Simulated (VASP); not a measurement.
Wanted: the native input for a VASP 6.6.1 run.

| Quantity | Value |
| --- | --- |
| Task | single point |
| Functional | PBE |
| Potentials or basis | VASP PAW PBE potentials, release 64 (In_d, C) |
| Cutoff | 520 eV |
| k mesh | 12 × 12 × 4 |
| Occupations | gaussian, width 0.1 eV |
| Spin | no spin polarisation |
| Dipole correction | no |
| Further INCAR settings | ALGO = Normal; EDIFF = 1e-07; NBANDS = 42 |

The structure of InC2 lies in POSCAR:

```
InC2
1.0
    4.1281570140      0.0000000000      0.0000000000
   -2.0640785070      3.5750888449      0.0000000000
    0.0000000000      0.0000000000      8.9847533883
In C
3 6
Direct
    0.3789411239      0.0000000000      0.6666666667
    0.0000000000      0.3789411239      0.3333333333
    0.6210588761      0.6210588761      0.0000000000
    0.3615980978      0.1668975454      0.1937926352
    0.8331024546      0.1947005524      0.8604593018
    0.8052994476      0.6384019022      0.5271259685
    0.1668975454      0.3615980978      0.8062073648
    0.1947005524      0.8331024546      0.1395406982
    0.6384019022      0.8052994476      0.4728740315
```

These files were run (other wordings do the same):

INCAR

```
ALGO = Normal
EDIFF = 1E-7
ENCUT = 520
GGA = PE
ISIF = 2
ISMEAR = 0
LASPH = T
LCHARG = F
LREAL = F
LWAVE = F
NBANDS = 42
NELM = 60
PREC = Accurate
SIGMA = 0.1
```

KPOINTS

```
k-points
0
Gamma
  12 12 4
```

Potentials or basis: VASP PAW PBE potentials, release 64 (In_d, C).

The run is started by

```sh
$ cat potpaw_PBE.64/In_d/POTCAR potpaw_PBE.64/C/POTCAR > POTCAR
$ mpirun -np 1 vasp_std > vasp.out
```

Results of the run:

* Pressure: 0.2 GPa
* Largest force: 0.090 eV/Å
* Band gap on the k mesh: zero (an odd number of electrons rules out a gap without spin polarisation)

Caveat: spin-orbit coupling is left out, which moves the levels of the heavy elements; an odd number of electrons without spin polarisation forces a metal; a magnetic or distorted state may lie lower.

Wall time 8.8 min on 1 thread of Intel Xeon 8259CL (shared host), peak memory 0.44 GiB.
